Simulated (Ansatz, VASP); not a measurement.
**Ru: VASP beside Ansatz**

```
Ru
1.0
     2.67753    0.00000    0.00000
    -1.33877    2.31881    0.00000
     0.00000    0.00000    4.21813
Ru
2
Direct
  0.33333 0.66667 0.25000
  0.66667 0.33333 0.75000
```

Alike in both runs: task single point; functional LDA; k mesh 2 × 2 × 1; occupations fermi-dirac, width 0.1 eV; no spin polarisation.

|  | VASP | Ansatz |
| --- | --- | --- |
| version | VASP 6.6.1 | Ansatz 0.2.0 |
| potentials or method | VASP PAW LDA potentials, release 64 (Ru_sv), cutoff 560 eV | plane waves (420 eV) with PAW, scalar-relativistic |
| valence electrons in the cell | 32 | 32 |

```csv
,VASP,Ansatz,Ansatz less VASP
pressure (GPa),8.3,7.5,-0.75
"traceless stress, the component that is largest in VASP (GPa)",11.89,13.12,+1.235
```

Ansatz warns that its potentials were made for another functional, while VASP's fit it. LDA's correlation is that of Perdew and Zunger in VASP and of Perdew and Wang (1992) in Ansatz.

The k mesh is coarse, so the values compare programs but aren't converged.
